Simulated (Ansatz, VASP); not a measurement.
One calculation of CaO, two programs

INCAR

```
SYSTEM = CaO
PREC = Accurate ; ENCUT = 520
EDIFF = 1E-7 ; ISMEAR = 0
SIGMA = 0.01 ; LREAL = .False.
LASPH = .True. ; NELM = 80
ALGO = Normal ; ISIF = 2
LWAVE = .False. ; LCHARG = .False.
GGA = PS ; NBANDS = 15
```

The input KPOINTS:

```
Automatic mesh
0
Gamma
  8 8 8
  0 0 0
```

File POSCAR:

```
CaO
1.0
    2.3027454375      2.3027454375      0.0000000000
   -2.3027454375      2.3027454375      0.0000000000
    0.0000000000      2.3027454375      2.3027454375
Ca O
1 1
Direct
    0.0000000000      0.0000000000      0.0000000000
    0.5000000000      0.5000000000      0.0000000000
```

Input for Ansatz:

```yaml
crystal:
  lattice:
    - [2.30274543754, 2.30274543754, 0.0]
    - [-2.30274543754, 2.30274543754, 0.0]
    - [0.0, 2.30274543754, 2.30274543754]
  atoms:
    - { symbol: Ca, position: [0.0, 0.0, 0.0] }
    - { symbol: O, position: [0.5, 0.5, 0.0] }
kpoints:
  mp_grid: { grid: [8, 8, 8] }
scf:
  occupations: { method: fixed }
  convergence: { dr2_threshold: 1.0e-10 }
hamiltonian:
  xc: pbesol
  pseudopotentials: { kind: all_electron, lapw: { basis_error: 0.0005 } }
output:
  forces: true
  stress: true
  eigenstates:
    kpoints:
      - [0.0, 0.0, 0.0]
      - [-0.5, 0.5, 0.0]
      - [-0.5, -0.5, -0.5]
      - [0.0, 0.0, -0.5]
      - [0.0, -0.5, -0.5]
      - [0.0, 0.5, 0.0]
      - [-0.5, 0.0, 0.0]
      - [-0.5, 0.0, -0.5]
  eigenvalues: true
```

Alike in both runs: task single point; functional PBEsol; k mesh 8 × 8 × 8; no spin polarisation.

|  | VASP | Ansatz |
| --- | --- | --- |
| version | VASP 6.6.1 | Ansatz 0.2.0 |
| potentials or method | VASP PAW PBE potentials, release 64 (Ca_sv, O), cutoff 520 eV | all-electron LAPW, scalar-relativistic |
| occupations | gaussian, width 0.01 eV | fixed |

```csv
,VASP,Ansatz,Ansatz less VASP
gap on the k mesh at the Fermi level (eV),3.43,3.46,+0.023
pressure (GPa),16.0,15.0,-1.04
```

VASP's potentials were made for PBE, not for PBEsol. Ansatz ran all-electron here, and VASP with PAW potentials.
